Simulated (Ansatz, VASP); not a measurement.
ZnSe in VASP and in Ansatz

INCAR

```
SYSTEM = ZnSe
PREC = Accurate ; ENCUT = 520
EDIFF = 1E-6 ; ISMEAR = 0
SIGMA = 0.05 ; LREAL = .False.
LASPH = .True. ; NELM = 100
ALGO = Normal ; ISIF = 2
LWAVE = .False. ; LCHARG = .False.
GGA = CA ; NBANDS = 26
```

KPOINTS

```
Automatic mesh
0
Gamma
  8 8 6
  0 0 0
```

POSCAR

```
ZnSe
1.0
    3.9198109590      0.0000000000      0.0000000000
    0.0000000000      3.9198109590      0.0000000000
    0.0000000000      0.0000000000      5.1733436024
Zn Se
2 2
Direct
    0.0000000000      0.0000000000      0.0000000000
    0.5000000000      0.5000000000      0.0000000000
    0.0000000000      0.5000000000      0.2796655406
    0.5000000000      0.0000000000      0.7203344594
```

Input for Ansatz:

```yaml
crystal:
  lattice:
    - [3.919810959, 0.0, 0.0]
    - [0.0, 3.919810959, 0.0]
    - [0.0, 0.0, 5.1733436024]
  atoms:
    - { symbol: Zn, position: [0.0, 0.0, 0.0] }
    - { symbol: Zn, position: [0.5, 0.5, 0.0] }
    - { symbol: Se, position: [0.0, 0.5, 0.2796655406] }
    - { symbol: Se, position: [0.5, 0.0, 0.7203344594] }
basis:
  ecutwfc: 520.0
kpoints:
  mp_grid: { grid: [8, 8, 6] }
hamiltonian:
  xc: lda
scf:
  occupations: { method: gaussian, width: 0.05 }
output:
  forces: true
  stress: true
  eigenvalues: true
```

Alike in both runs: task single point; functional LDA; k mesh 8 × 8 × 6; occupations gaussian, width 0.05 eV; no spin polarisation.

|  | VASP | Ansatz |
| --- | --- | --- |
| version | VASP 6.6.1 | Ansatz 0.2.0 |
| potentials or method | VASP PAW LDA potentials, release 64 (Zn, Se), cutoff 520 eV | scalar-relativistic, plane waves, PAW |
| valence electrons in the cell | 36 | 56 |

```csv
,VASP,Ansatz,Ansatz less VASP
gap on the k mesh at the Fermi level (eV),1.60,1.60,-0.002
least direct gap on the mesh (eV),1.60,1.60,-0.002
pressure (GPa),4.4,3.9,-0.47
"traceless stress, the component that is largest in VASP (GPa)",-0.20,-0.17,+0.032
rms of the force components (eV/Å),0.248,0.216,-0.0317
```

LDA's correlation is that of Perdew and Zunger in VASP and of Perdew and Wang (1992) in Ansatz. Atom by atom the forces differ by 0.032 eV/Å (rms over components). VASP's potentials hold 36 valence electrons a cell and Ansatz's 56, so a difference there can come from the potentials and not from the codes.
